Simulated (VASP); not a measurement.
Set up this calculation in VASP 6.6.1, as the native input.

| Quantity | Value |
| --- | --- |
| Task | single point |
| Functional | PBEsol |
| Potentials or basis | VASP PAW PBE potentials, release 64 (Au) |
| Cutoff | 520 eV |
| k mesh | 10 × 10 × 10 |
| Occupations | fermi-dirac, width 0.1 eV |
| Spin | no spin polarisation |
| Dipole correction | no |
| Further INCAR settings | ALGO = Normal; EDIFF = 1e-06; NBANDS = 18 |

The structure of Au lies in POSCAR:

```
Au
1.0
    0.0000000000      3.0516364983      3.0516364983
    3.0516364983      0.0000000000      3.0516364983
    3.0516364983      3.0516364983      0.0000000000
Au
2
Direct
    0.1250000000      0.1250000000      0.1250000000
    0.8750000000      0.8750000000      0.8750000000
```

This cell differs from its parent crystal: volume scaled by 1.04.

The input as run:

INCAR

```
SYSTEM = Au
  PREC = Accurate
  ENCUT = 520
  EDIFF = 1E-6
  ISMEAR = -1
  SIGMA = 0.1
  LREAL = .False.
  LASPH = .True.
  NELM = 100
  ALGO = Normal
  ISIF = 2
  LWAVE = .False.
  LCHARG = .False.
  GGA = PS
  NBANDS = 18
```

KPOINTS

```
regular mesh
0
Gamma
  10 10 10
  0 0 0
```

Potentials or basis: VASP PAW PBE potentials, release 64 (Au).

Launch:

```sh
$ cat potpaw_PBE.64/Au/POTCAR > POTCAR
$ mpirun -np 1 vasp_std > vasp.out
```

It gave:

```
Pressure               : -2.5 GPa
Band gap on the k mesh : zero (band 11 reaches 3.10 eV, above the bottom of band 12 at 2.48 eV)
```

Caveat: the PAW data sets were made with another functional, which shifts forces and pressure a little; spin-orbit coupling is left out, which moves the levels of the heavy elements.

Run time: 12 s on 1 thread of Intel(R) Xeon(R) 6975P-C (Granite Rapids) (shared host), peak memory 0.18 GiB.
